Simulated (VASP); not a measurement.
Runs of VASP 6.6.1 on BaMo2. The structure is that of space group F-43m (No. 216), or close to it. The cells are those of the table. 

```csv
task,cell,k mesh,cutoff (eV),gap on the mesh (eV),pressure (GPa),relaxed volume (Å³/atom)
single point,"a = 4.661 Å, angles 60.0°, 3 atoms",4 × 4 × 4,520,none,2.9,-
relaxation of cell and atoms,"relaxed from a = 4.661 Å, angles 60.0°, 3 atoms",12 × 12 × 12,600,none,0.0,(b)
relaxation of cell and atoms,"relaxed from a = 4.931 Å, angles 60.0°, 3 atoms",4 × 4 × 4,600,none,-0.1,(a)
single point,"a = 4.658 Å, angles 60.0°, 3 atoms",12 × 12 × 12,520,none,2.5,-
single point,"a = 4.931 Å, angles 60.0°, 3 atoms",4 × 4 × 4,520,none,-7.7,-
```

Alike in all rows: level PBE; potentials or basis VASP PAW PBE potentials, release 64 (Ba_sv, Mo_sv); no spin polarisation; smearing gaussian 0.1 eV.

Question: Fill in the values left out.

Answer: (a) 24.73; (b) 24.53.

Caveats: some runs use coarse meshes; spin-orbit coupling is left out, which moves the levels of the heavy elements.

A k mesh can miss the band edges, and the runs leave out spin-orbit coupling on Ba, Mo.

A gap of «none» marks levels without a gap at the run's occupations.
